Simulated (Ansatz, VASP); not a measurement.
One calculation of MgO, two programs

```
Mg O
1.0
     0.00000    2.10211    2.21247
     2.10211    0.00000    2.21247
     2.10211    2.10211    0.00000
Mg O
1 1
Direct
  0.00000 0.00000 0.00000
  0.50000 0.50000 0.50000
```

Change from the starting cell: strain +0.0525 x Voigt [0, 0, 1, 0, 0, 0], atoms carried along.

Alike in both runs: task single point; functional r2SCAN; k mesh 10 × 10 × 10; occupations gaussian, width 0.05 eV; no spin polarisation.

|  | VASP | Ansatz |
| --- | --- | --- |
| version | VASP 6.6.1 | Ansatz 0.2.0 |
| potentials or method | VASP PAW PBE potentials, release 64 (Mg, O), cutoff 520 eV | scalar-relativistic, plane waves, PAW |
| valence electrons in the cell | 8 | 16 |

|  | VASP | Ansatz | Ansatz less VASP |
| --- | --- | --- | --- |
| gap on the k mesh at the Fermi level (eV) | 5.07 | 5.10 | +0.026 |
| least direct gap on the mesh (eV) | 5.07 | 5.10 | +0.026 |
| pressure (GPa) | -8.0 | -6.9 | +1.10 |
| traceless stress, the component that is largest in VASP (GPa) | -4.86 | -4.93 | -0.070 |

VASP's potentials were made for PBE, not for r2SCAN. VASP's potentials hold 8 valence electrons a cell and Ansatz's 16, so a difference there can come from the potentials and not from the codes.
